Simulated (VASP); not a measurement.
# Lu (P6/mmm) in VASP: further runs, part 2 of 2

VASP 6.6.1. Earlier steps stand in the parts before.

### 3 Single point, PBE (26.36 Å³/atom)

Contents of INCAR:

```
SYSTEM = Lu
ALGO = Normal
EDIFF = 1E-6
ENCUT = 520
GGA = PE
ISIF = 2
ISMEAR = -1
LASPH = .TRUE.
LCHARG = .FALSE.
LREAL = .FALSE.
LWAVE = .FALSE.
NBANDS = 18
NELM = 100
PREC = Accurate
SIGMA = 0.08
```

Contents of KPOINTS:

```
k-points
0
G
  13 13 12
  0 0 0
```

Contents of POSCAR:

```
Lu
1.0
    3.1528640216      0.0000000000      0.0000000000
   -1.5764320108      2.7304603373      0.0000000000
    0.0000000000      0.0000000000      3.0617536048
Lu
1
Direct
    0.0000000000      0.0000000000      0.0000000000
```

Potentials or basis: VASP PAW PBE potentials, release 64 (Lu).

On the command line:

```console
$ cat potpaw_PBE.64/Lu/POTCAR > POTCAR
$ mpirun -np 1 vasp_std > vasp.out
```

OUTCAR:

```text
SYSTEM = Lu
   EDIFF = 1E-6
   ENCUT = 520
   GGA = PE
   ISIF = 2
   ISMEAR = -1
   LASPH = .TRUE.
   LREAL = .FALSE.
   NELM = 100
   PREC = Accurate

 ion  position               nearest neighbor table
   1  0.000  0.000  0.000-

  LATTYP: Found a hexagonal cell.
 ALAT       =     3.1528640216
 C/A-ratio  =     0.9711023323

  Lattice vectors:

 A1 = (   3.1528640216,   0.0000000000,   0.0000000000)
 A2 = (  -1.5764320108,   2.7304603373,   0.0000000000)
 A3 = (   0.0000000000,   0.0000000000,   3.0617536048)

Analysis of symmetry for initial positions (statically):
=====================================================================
 Subroutine PRICEL returns:
 Original cell was already a primitive cell.

 Routine SETGRP: Setting up the symmetry group for a
 hexagonal supercell.

 Subroutine GETGRP returns: Found 24 space group operations
 (whereof 24 operations were pure point group operations)
 out of a pool of 24 trial point group operations.

The static configuration has the point symmetry D_6h.

Analysis of symmetry for dynamics (positions and initial velocities):
=====================================================================
 Subroutine PRICEL returns:
 Original cell was already a primitive cell.

 Routine SETGRP: Setting up the symmetry group for a
 hexagonal supercell.

 Subroutine GETGRP returns: Found 24 space group operations
 (whereof 24 operations were pure point group operations)
 out of a pool of 24 trial point group operations.

The dynamic configuration has the point symmetry D_6h.

 Subroutine INISYM returns: Found 24 space group operations
 (whereof 24 operations are pure point group operations),
 and found     1 'primitive' translations

----------------------------------------------------------------------------------------

                                     Primitive cell

  volume of cell :      26.3579

  direct lattice vectors                    reciprocal lattice vectors
     3.152864022  0.000000000  0.000000000     0.317171941  0.183119305  0.000000000
    -1.576432011  2.730460337  0.000000000     0.000000000  0.366238611  0.000000000
     0.000000000  0.000000000  3.061753605     0.000000000  0.000000000  0.326610214

  length of vectors
     3.152864022  3.152864022  3.061753605     0.366238611  0.366238611  0.326610214

  position of ions in fractional coordinates (direct lattice)
     0.000000000  0.000000000  0.000000000

  ion indices of the primitive-cell ions
   primitive index   ion index
                 1           1

----------------------------------------------------------------------------------------

 KPOINTS: k-points

Automatic generation of k-mesh.
 Grid dimensions read from file:
 generate k-points for:   13   13   12

 Generating k-lattice:

  Cartesian coordinates                     Fractional coordinates (reciprocal lattice)
     0.024397842  0.014086100  0.000000000     0.076923077 -0.000000000  0.000000000
     0.000000000  0.028172201  0.000000000     0.000000000  0.076923077  0.000000000
     0.000000000  0.000000000  0.027217518     0.000000000  0.000000000  0.083333333

  Length of vectors
     0.028172201  0.028172201  0.027217518

  Shift w.r.t. Gamma in fractional coordinates (k-lattice)
     0.000000000  0.000000000  0.000000000

 Subroutine IBZKPT returns following result:
 ===========================================

 Found    147 irreducible k-points:

 Following reciprocal coordinates:
            Coordinates               Weight
  0.000000  0.000000  0.000000      1.000000
  0.076923  0.000000  0.000000      6.000000
  0.153846  0.000000  0.000000      6.000000
  0.230769  0.000000  0.000000      6.000000
  0.307692  0.000000  0.000000      6.000000
  0.384615 -0.000000  0.000000      6.000000
[... 16 lines left out ...]
  0.076923  0.000000  0.083333     12.000000
  0.153846  0.000000  0.083333     12.000000
 [... further k-points ...]
   k-points           NKPTS =    147   k-points in BZ     NKDIM =    147   number of bands    NBANDS=     18
   number of dos      NEDOS =    301   number of ions     NIONS =      1
   total plane-waves  NPLWV =  13824
   dimension x,y,z NGX =    24 NGY =   24 NGZ =   24
   dimension x,y,z NGXF=    48 NGYF=   48 NGZF=   48
   ions per type =               1
   NGX,Y,Z   is equivalent  to a cutoff of  12.65, 12.65, 13.03 a.u.
   NGXF,Y,Z  is equivalent  to a cutoff of  25.31, 25.31, 26.06 a.u.
 SYSTEM =  Lu
   PREC   = accura    normal or accurate (medium, high low for compatibility)
   ISTART =      0    job   : 0-new  1-cont  2-samecut
   ICHARG =      2    charge: 1-file 2-atom 10-const
   ISPIN  =      1    spin polarized calculation?
   LNONCOLLINEAR =      F non collinear calculations
   LSORBIT =      F    spin-orbit coupling
   LASPH  =      T    aspherical Exc in radial PAW
   ENCUT  =  520.0 eV  38.22 Ry    6.18 a.u.   5.86  5.86  5.69*2*pi/ulx,y,z
   NELM   =    100;   NELMIN=  2; NELMDL= -5     # of ELM steps
   EDIFF  = 0.1E-05   stopping-criterion for ELM
   LREAL  =      F    real-space projection
[... 7 lines left out ...]
   TEBEG  =    0.0;   TEEND  =   0.0 temperature during run
   PSTRESS=    0.0 pullay stress
   NELECT =      25.0000    total number of electrons
   NUPDOWN=      -1.0000    fix difference up-down
   EMIN   =  10.00;   EMAX   =-10.00  energy-range for DOS
   EFERMI =   0.00;   METHOD = LEGACY
   ISMEAR =    -1;   SIGMA  =   0.08  broadening in eV -4-tet -1-fermi 0-gaus
   EFERMI_NEDOS =   21; number of points for ismear=-14 and -15
   IALGO  =     38    algorithm
   IMIX   =      4    mixing-type and parameters
     AMIX     =   0.40;   BMIX     =  1.00
     AMIX_MAG =   1.60;   BMIX_MAG =  1.00
  volume/ion in A,a.u.               =      26.36       177.87
  Fermi-wavevector in a.u.,A,eV,Ry     =   1.608488  3.039601 35.201433  2.587232
  Thomas-Fermi vector in A             =   2.704349
   LORBIT       =      0    0 simple, 1 ext, 2 COOP (PROOUT), +10 PAW based schemes
   GGA     = PE    functional components
   LHFCALC =     F    Hartree Fock is set to
   AEXX    =    0.0000 exact exchange contribution
   IVDW    =     0    specifies the selected vdW correction
   LEPSILON=     F    determine dielectric tensor
   LRPA    =     F    only Hartree local field effects (RPA)
 non-spin polarized calculation
  energy-cutoff  :      520.00
  volume of cell :       26.36
 maximum number of plane-waves:       724
 NGX is ok and might be reduce to    24
   NGX = 11   NGY = 11   NGZ = 11

 number of electron      25.0000012 magnetization

 Free energy of the ion-electron system (eV)
  ---------------------------------------------------
  ext. energy  EPLUGINS =         0.00000000
  ---------------------------------------------------
  free energy    TOTEN  =        -3.95444515 eV

  energy without entropy =       -3.91125055  energy(sigma->0) =       -3.93284785

 E-fermi :   2.5273     XC(G=0): -11.1233

 val. band max:        2.5254332165   @ k =   0.3077   0.2308   0.2500
 cond. band min:       2.5469822304   @ k =   0.3077   0.0769   0.1667
 fundamental gap:      0.0215490139
 Fermi energy:         2.5272633014

 k-point     1 :       0.0000    0.0000    0.0000
  band No.  band energies     occupation
      1     -53.6020      2.00000
      2     -23.9880      2.00000
      3     -23.8274      2.00000
      4     -23.8274      2.00000
      5      -3.5833      2.00000
      6      -2.4569      2.00000
[... 10 lines left out ...]
     17      10.0037      0.00000
     18      13.8879      0.00000

 k-point     2 :       0.0769    0.0000    0.0000
  band No.  band energies     occupation
      1     -53.5983      2.00000
      2     -23.9821      2.00000
      3     -23.8828      2.00000
      4     -23.8396      2.00000
      5      -3.3966      2.00000
      6      -2.4509      2.00000
[... 10 lines left out ...]
     17       9.9518      0.00000
     18      14.4227      0.00000
[... 442 lines left out ...]
 k-point    24 :       0.1538    0.0000    0.0833
  band No.  band energies     occupation
      1     -53.5846      2.00000
      2     -24.0336      2.00000
      3     -24.0173      2.00000
      4     -23.8684      2.00000
      5      -2.7083      2.00000
      6      -2.4328      2.00000
[... 10 lines left out ...]
     17       9.5034      0.00000
     18      15.2259      0.00000

 [... further k-points ...]

------------------------ aborting loop because EDIFF is reached ----------------------------------------

  FORCE on cell =-STRESS in cart. coord.  units (eV):
  Direction    XX          YY          ZZ          XY          YZ          ZX
  --------------------------------------------------------------------------------------
  -------------------------------------------------------------------------------------
  Total        1.2543586      1.2543586      1.2376911      0.0000000     -0.0000000      0.0000000
  in kB       76.2466839     76.2466838     75.2335384      0.0000000     -0.0000000      0.0000000
  external PRESSURE =      75.9089687 kB  Pullay stress =       0.0000000 kB

 VOLUME and BASIS-vectors are now :
 -----------------------------------------------------------------------------
  energy-cutoff  :      520.00
  volume of cell :       26.36
      direct lattice vectors                 reciprocal lattice vectors
     3.152864022  0.000000000  0.000000000     0.317171941  0.183119305  0.000000000
    -1.576432011  2.730460337  0.000000000     0.000000000  0.366238611  0.000000000
     0.000000000  0.000000000  3.061753605     0.000000000  0.000000000  0.326610214

 POSITION                                       TOTAL-FORCE (eV/Angst)
 -----------------------------------------------------------------------------------
      0.00000      0.00000      0.00000         0.000000      0.000000      0.000000
 -----------------------------------------------------------------------------------
    total drift:                                0.000000      0.000000      0.000000

  FREE ENERGIE OF THE ION-ELECTRON SYSTEM (eV)
  ---------------------------------------------------
  free  energy   TOTEN  =        -3.9544451541 eV

  energy  without entropy=       -3.9112505455  energy(sigma->0) =       -3.93284785
```

It took 20 s on 1 thread of Intel Xeon 6975P-C (Granite Rapids), shared host; peak memory 0.2 GiB.

What came out:

| Item | Value |
| --- | --- |
| Free energy | -3.9544 eV |
| Pressure | 7.6 GPa |
| Band gap on the k mesh | zero (an odd number of electrons rules out a gap without spin polarisation) |

Levels at points of the mesh, in eV from the Fermi level:
```csv
k point,band 11,band 12,band 13,band 14,band 15,band 16
"(0.00, 0.00, 0.00)",-4.87,-4.77,-0.50,2.53,2.53,7.48
"(0.00, 0.00, 0.50)",-4.77,-2.95,-0.23,3.28,3.28,4.52
```

Caveat: the cell stands under pressure; spin-orbit coupling is left out, which moves the levels of the heavy elements.

### 4 Single point, PBE

This run uses another cell than the first one, of 29.46 Å³/atom.

Contents of INCAR:

```
SYSTEM = Lu
  PREC = Accurate
  ENCUT = 520
  EDIFF = 1E-6
  ISMEAR = -1
  SIGMA = 0.08
  LREAL = .FALSE.
  LASPH = .TRUE.
  NELM = 60
  ALGO = Normal
  ISIF = 2
  LWAVE = .FALSE.
  LCHARG = .FALSE.
  GGA = PE
  NBANDS = 18
```

Contents of KPOINTS:

```
Automatic mesh
0
G
  13 13 12
  0 0 0
```

Contents of POSCAR:

```
Lu
1.0
    3.2598962382      0.0000000000      0.0000000000
   -1.6299481191      2.8231529560      0.0000000000
    0.0000000000      0.0000000000      3.2009422963
Lu
1
Direct
    0.0000000000      0.0000000000      0.0000000000
```

On the command line:

```console
$ cat potpaw_PBE.64/Lu/POTCAR > POTCAR
$ mpirun -np 1 vasp_std > vasp.out
```

Wall time 18 s (1 thread of Intel Xeon 6975P-C (Granite Rapids), shared host); peak memory 0.2 GiB.

The run converged. Its results:

```yaml
Free_energy: -4.0442 eV
Pressure: 1.8 GPa
Band_gap_on_the_k_mesh: zero (an odd number of electrons rules out a gap without spin polarisation)
```

Levels at points of the mesh, in eV from the Fermi level:
```
           k point  band 11  band 12  band 13  band 14  band 15  band 16
(0.00, 0.00, 0.00)    -5.06    -4.98    -0.37     2.40     2.40     6.67
(0.00, 0.00, 0.50)    -4.98    -3.02    -0.50     3.02     3.02     4.22
```

Caveat: spin-orbit coupling is left out, which moves the levels of the heavy elements.
